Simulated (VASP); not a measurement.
# Au in VASP: a series of runs

The runs below take Au through single point, with PBE.

Everything below comes from runs of VASP 6.6.1. Logs are shortened: lines on timing, memory, paths and dates and some standing lists are left out, and cuts for length are marked.

### Step 1. The cell of the first run

The cell holds a wire with vacuum, 1 atom: a = 9.000 Å, b = 9.300 Å, c = 2.581 Å, α = 90.00°, β = 90.00°, γ = 90.00°.

### Step 2. Single point, PBE, collinear spin, ferromagnetic start

File INCAR:

```
PREC = Accurate
ENCUT = 520
EDIFF = 1E-6
ISMEAR = 0
SIGMA = 0.05
LREAL = False
LASPH = True
NELM = 150
ALGO = Normal
ISIF = 2
LWAVE = False
LCHARG = False
ISPIN = 2
MAGMOM = 0.5
LORBIT = 11
LMAXMIX = 4
GGA = PE
NBANDS = 16
```

File KPOINTS:

```
Automatic mesh
0
Gamma
  1 1 24
```

File POSCAR:

```
Au
1.0
    9.0000000000      0.0000000000      0.0000000000
    0.0000000000      9.3000000000      0.0000000000
    0.0000000000      0.0000000000      2.5808252337
Au
1
Direct
    0.5000000000      0.5000000000      0.0000000000
```

Potentials or basis: VASP PAW PBE potentials, release 64 (Au).

Started as:

```
$ cat potpaw_PBE.64/Au/POTCAR > POTCAR
$ mpirun -np 1 vasp_std > vasp.out
```

OUTCAR:

```text
PREC = Accurate
   ENCUT = 520
   EDIFF = 1E-6
   ISMEAR = 0
   LREAL = False
   LASPH = True
   NELM = 150
   ISIF = 2
   ISPIN = 2
   LORBIT = 11
   GGA = PE

 ion  position               nearest neighbor table
   1  0.500  0.500  0.000-

  LATTYP: Found a simple orthorhombic cell.
 ALAT       =     2.5808252337
 B/A-ratio  =     3.4872566660
 C/A-ratio  =     3.6034985549

  Lattice vectors:

 A1 = (   0.0000000000,   0.0000000000,   2.5808252337)
 A2 = (   9.0000000000,   0.0000000000,   0.0000000000)
 A3 = (   0.0000000000,   9.3000000000,   0.0000000000)

Analysis of symmetry for initial positions (statically):
=====================================================================
 Subroutine PRICEL returns:
 Original cell was already a primitive cell.

 Routine SETGRP: Setting up the symmetry group for a
 simple orthorhombic supercell.

 Subroutine GETGRP returns: Found  8 space group operations
 (whereof  8 operations were pure point group operations)
 out of a pool of  8 trial point group operations.

The static configuration has the point symmetry D_2h.

Analysis of symmetry for dynamics (positions and initial velocities):
=====================================================================
 Subroutine PRICEL returns:
 Original cell was already a primitive cell.

 Routine SETGRP: Setting up the symmetry group for a
 simple orthorhombic supercell.

 Subroutine GETGRP returns: Found  8 space group operations
 (whereof  8 operations were pure point group operations)
 out of a pool of  8 trial point group operations.

The dynamic configuration has the point symmetry D_2h.

Analysis of structural, dynamic, and magnetic symmetry:
=====================================================================
 Subroutine PRICEL returns:
 Original cell was already a primitive cell.

 Routine SETGRP: Setting up the symmetry group for a
 simple orthorhombic supercell.

 Subroutine GETGRP returns: Found  8 space group operations
 (whereof  8 operations were pure point group operations)
 out of a pool of  8 trial point group operations.

The overall configuration has the point symmetry D_2h.

 Subroutine INISYM returns: Found  8 space group operations
 (whereof  8 operations are pure point group operations),
 and found     1 'primitive' translations

----------------------------------------------------------------------------------------

                                     Primitive cell
[... 94 lines left out ...]
   IALGO  =     38    algorithm
   IMIX   =      4    mixing-type and parameters
     AMIX     =   0.40;   BMIX     =  1.00
     AMIX_MAG =   1.60;   BMIX_MAG =  1.00
  volume/ion in A,a.u.               =     216.02      1457.74
  Fermi-wavevector in a.u.,A,eV,Ry     =   0.606798  1.146683  5.009722  0.368204
  Thomas-Fermi vector in A             =   1.661025
   LORBIT       =     11    0 simple, 1 ext, 2 COOP (PROOUT), +10 PAW based schemes
   GGA     = PE    functional components
   LHFCALC =     F    Hartree Fock is set to
   AEXX    =    0.0000 exact exchange contribution
   IVDW    =     0    specifies the selected vdW correction
   LEPSILON=     F    determine dielectric tensor
   LRPA    =     F    only Hartree local field effects (RPA)
 spin polarized calculation
 Gauss-broadening in eV      SIGMA  =   0.05
  energy-cutoff  :      520.00
  volume of cell :      216.02
 maximum number of plane-waves:      5838
 NGX is ok and might be reduce to    70
   NGX = 33   NGY = 35   NGZ =  9

 number of electron      11.0000000 magnetization       0.0726961

 Free energy of the ion-electron system (eV)
  ---------------------------------------------------
  ext. energy  EPLUGINS =         0.00000000
  ---------------------------------------------------
  free energy    TOTEN  =        -1.74191590 eV

  energy without entropy =       -1.73980553  energy(sigma->0) =       -1.74086072

 E-fermi :  -5.3106     XC(G=0):  -2.2793

 val. band max:       -5.3606094883   @ k =   0.0000   0.0000   0.0417
 cond. band min:      -5.2834792205   @ k =   0.0000   0.0000   0.0000
 fundamental gap:      0.0771302678
 Fermi energy:        -5.3106212070

 spin component 1

 k-point     1 :       0.0000    0.0000    0.0000
  band No.  band energies     occupation
      1     -10.2239      1.00000
      2      -6.7261      1.00000
      3      -6.7258      1.00000
      4      -6.3798      1.00000
      5      -5.3645      0.93640
      6      -5.3645      0.93636
[... 223 lines left out ...]
      2      -8.1719      1.00000
      3      -6.1662      1.00000
      4      -6.1662      1.00000
      5      -5.4727      1.00000
      6      -0.5033      0.00000
[... 8 lines left out ...]
     15       7.3048      0.00000
     16       8.1279      0.00000
 Fermi energy:        -5.3106212070

 spin component 2

 k-point     1 :       0.0000    0.0000    0.0000
  band No.  band energies     occupation
      1     -10.1997      1.00000
      2      -6.6962      1.00000
      3      -6.6959      1.00000
      4      -6.3678      1.00000
      5      -5.2835      0.22134
      6      -5.2834      0.22109
[... 224 lines left out ...]
      3      -6.1350      1.00000
      4      -6.1350      1.00000
      5      -5.4538      0.99997
      6      -0.4944      0.00000
[... 8 lines left out ...]
     15       7.3024      0.00000
     16       8.1265      0.00000

------------------------ aborting loop because EDIFF is reached ----------------------------------------

  FORCE on cell =-STRESS in cart. coord.  units (eV):
  Direction    XX          YY          ZZ          XY          YZ          ZX
  --------------------------------------------------------------------------------------
  -------------------------------------------------------------------------------------
  Total       -0.0252538     -0.0216387     -0.0156249      0.0000000      0.0000000      0.0000000
  in kB       -0.1873069     -0.1604933     -0.1158893      0.0000000      0.0000000      0.0000000
  external PRESSURE =      -0.1545632 kB  Pullay stress =       0.0000000 kB

 VOLUME and BASIS-vectors are now :
 -----------------------------------------------------------------------------
  energy-cutoff  :      520.00
  volume of cell :      216.02
      direct lattice vectors                 reciprocal lattice vectors
     9.000000000  0.000000000  0.000000000     0.111111111  0.000000000  0.000000000
     0.000000000  9.300000000  0.000000000     0.000000000  0.107526882  0.000000000
     0.000000000  0.000000000  2.580825234     0.000000000  0.000000000  0.387472963

 POSITION                                       TOTAL-FORCE (eV/Angst)
 -----------------------------------------------------------------------------------
      4.50000      4.65000      0.00000         0.000000      0.000000      0.000000
 -----------------------------------------------------------------------------------
    total drift:                                0.000000      0.000000      0.000000

  FREE ENERGIE OF THE ION-ELECTRON SYSTEM (eV)
  ---------------------------------------------------
  free  energy   TOTEN  =        -1.7419159046 eV

  energy  without entropy=       -1.7398055336  energy(sigma->0) =       -1.74086072

 total charge

# of ion       s       p       d       tot
------------------------------------------
    1        0.618   0.097   8.870   9.585

 magnetization (x)

# of ion       s       p       d       tot
------------------------------------------
    1        0.000  -0.000   0.073   0.073
```

OSZICAR:

```text
N       E                     dE             d eps       ncg     rms          rms(c)
DAV:   1     0.610472957462E+02    0.61047E+02   -0.30909E+03   832   0.442E+02
DAV:   2     0.133548332340E+01   -0.59712E+02   -0.48688E+02  1216   0.856E+01
[... 14 lines left out ...]
DAV:  17    -0.174189416365E+01   -0.13688E-04   -0.97720E-07   872   0.269E-03    0.998E-04
DAV:  18    -0.174191192482E+01   -0.17761E-04   -0.45494E-07   840   0.216E-03    0.326E-04
DAV:  19    -0.174191315035E+01   -0.12255E-05   -0.89881E-08   872   0.101E-03    0.242E-04
DAV:  20    -0.174191442294E+01   -0.12726E-05   -0.44008E-08   832   0.701E-04    0.108E-04
DAV:  21    -0.174191576016E+01   -0.13372E-05   -0.46323E-08   848   0.631E-04    0.638E-05
DAV:  22    -0.174191590460E+01   -0.14444E-06   -0.37773E-09   832   0.190E-04
   1 F= -.17419159E+01 E0= -.17408607E+01  d E =-.211037E-02  mag=     0.0727
```

Wall time 53 s (1 thread of Intel Xeon 6975P-C (Granite Rapids), shared host); peak memory 0.39 GiB.

What came out:

```yaml
Free_energy: -1.7419 eV
Net_moment: 0.07 μB per cell
Site_moments: Au +0.07 μB
Valence_electrons_inside_the_program's_atomic_spheres: Au 9.59
```

Caveat: spin-orbit coupling is left out, which moves the levels of the heavy elements.

### Step 3. Single point, PBE, collinear spin, ferromagnetic start

This run uses another cell than the first one, of 221.49 Å³/atom, 1.025 times its volume.

File INCAR:

```
PREC = Accurate
ENCUT = 520
EDIFF = 1E-6
ISMEAR = 0
SIGMA = 0.05
LREAL = F
LASPH = T
NELM = 150
ALGO = Normal
ISIF = 2
LWAVE = F
LCHARG = F
ISPIN = 2
MAGMOM = 0.5
LORBIT = 11
LMAXMIX = 4
GGA = PE
NBANDS = 16
```

KPOINTS is that of step 2.

Changes to POSCAR since step 2:

```diff
@@ -4,3 +4,3 @@
     0.0000000000      9.3000000000      0.0000000000
-    0.0000000000      0.0000000000      2.5808252337
+    0.0000000000      0.0000000000      2.6462071021
 Au
```

Potentials or basis: VASP PAW PBE potentials, release 64 (Au).

Started as:

```
$ cat potpaw_PBE.64/Au/POTCAR > POTCAR
$ mpirun -np 1 vasp_std > vasp.out
```

Run time: 47 s. Hardware: 1 thread of Intel Xeon 6975P-C (Granite Rapids), shared host; peak memory 0.38 GiB.

Results (log left out):

```
Free energy                                           : -1.7264 eV
Net moment                                            : 0.07 μB per cell
Site moments                                          : Au +0.07 μB
Valence electrons inside the program's atomic spheres : Au 9.55
```

Levels at points of the mesh, in eV from the Fermi level:
Spin up:
| k point | band 4 | band 5 | band 6 | band 7 | band 8 | band 9 |
| --- | --- | --- | --- | --- | --- | --- |
| (0.00, 0.00, 0.00) | -0.87 | -0.06 | -0.06 | 4.32 | 4.34 | 6.08 |
| (0.00, 0.00, 0.50) | -0.75 | -0.13 | 4.77 | 6.16 | 9.49 | 9.51 |
Spin down:
| k point | band 3 | band 4 | band 5 | band 6 | band 7 | band 8 |
| --- | --- | --- | --- | --- | --- | --- |
| (0.00, 0.00, 0.00) | -1.20 | -0.86 | 0.02 | 0.02 | 4.33 | 4.34 |
| (0.00, 0.00, 0.50) | -0.72 | -0.72 | -0.11 | 4.78 | 6.19 | 9.50 |

Caveat: spin-orbit coupling is left out, which moves the levels of the heavy elements.
